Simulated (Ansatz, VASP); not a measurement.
**One calculation of Bi2Te3, two programs**

File INCAR:

```
ALGO = Normal
EDIFF = 1E-7
ENCUT = 520
ISIF = 2
ISMEAR = -1
LASPH = T
LCHARG = T
LELF = T
LREAL = F
LVHAR = T
LWAVE = F
NBANDS = 32
NELM = 80
PREC = Accurate
SIGMA = 0.08
```

Contents of KPOINTS:

```
k-points
0
Gamma
  8 8 8
```

POSCAR

```
Bi2Te3
1.0
    2.1643312288      1.2495772175      9.9466700000
   -2.1643312288      1.2495772175      9.9466700000
    0.0000000000     -2.4991544352      9.9466700000
Bi Te
2 3
Direct
    0.8120000000      0.8120000000      0.8120000000
    0.4020000000      0.4020000000      0.4020000000
    0.6110000000      0.6110000000      0.6110000000
    0.2000000000      0.2000000000      0.2000000000
    0.0000000000      0.0000000000      0.0000000000
```

Input for Ansatz:

```yaml
crystal:
  lattice:
    - [2.1643312288, 1.2495772175, 9.94667]
    - [-2.1643312288, 1.2495772175, 9.94667]
    - [0.0, -2.4991544352, 9.94667]
  atoms:
    - { symbol: Bi, position: [0.812, 0.812, 0.812] }
    - { symbol: Bi, position: [0.402, 0.402, 0.402] }
    - { symbol: Te, position: [0.611, 0.611, 0.611] }
    - { symbol: Te, position: [0.2, 0.2, 0.2] }
    - { symbol: Te, position: [0.0, 0.0, 0.0] }
kpoints:
  mp_grid: { grid: [8, 8, 8] }
  band_path:
    path:
      - [0.0, 0.0, 0.0]
      - [0.5, 0.5, 0.5]
      - [0.8228117883, 0.1771882117, 0.5]
      - [0.5, -0.1771882117, 0.1771882117]
      - [0.5, 0.0, 0.0]
      - [0.0, 0.0, 0.0]
      - [0.3385941059, -0.3385941059, 0.0]
      - [0.6614058941, 0.0, 0.3385941059]
      - [0.5, 0.0, 0.5]
    npoints: 5
scf:
  occupations: { method: fermi_dirac, width: 0.08 }
hamiltonian:
  xc: lda
  pseudopotentials: { kind: all_electron, lapw: { basis_error: 0.001 } }
output:
  forces: true
  stress: true
  eigenvalues: true
```

Change from the starting cell: equal xx and yy strain of -2 %.

Alike in both runs: task single point; functional LDA; k mesh 8 × 8 × 8; occupations fermi-dirac, width 0.08 eV; no spin polarisation.

```csv
,VASP,Ansatz
version,VASP 6.6.1,Ansatz 0.2.0
potentials or method,"VASP PAW LDA potentials, release 64 (Bi_d, Te), cutoff 520 eV","all-electron LAPW, scalar-relativistic"
```

```csv
,VASP,Ansatz,Ansatz less VASP
pressure (GPa),0.3,0.2,-0.09
"traceless stress, the component that is largest in VASP (GPa)",-1.05,-1.05,+0.002
rms of the force components (eV/Å),0.549,0.538,-0.0113
```

LDA's correlation is that of Perdew and Zunger in VASP and of Perdew and Wang (1992) in Ansatz. Atom by atom the forces differ by 0.013 eV/Å (rms over components). Ansatz ran all-electron here, and VASP with PAW potentials.

Neither program's run includes spin-orbit coupling.
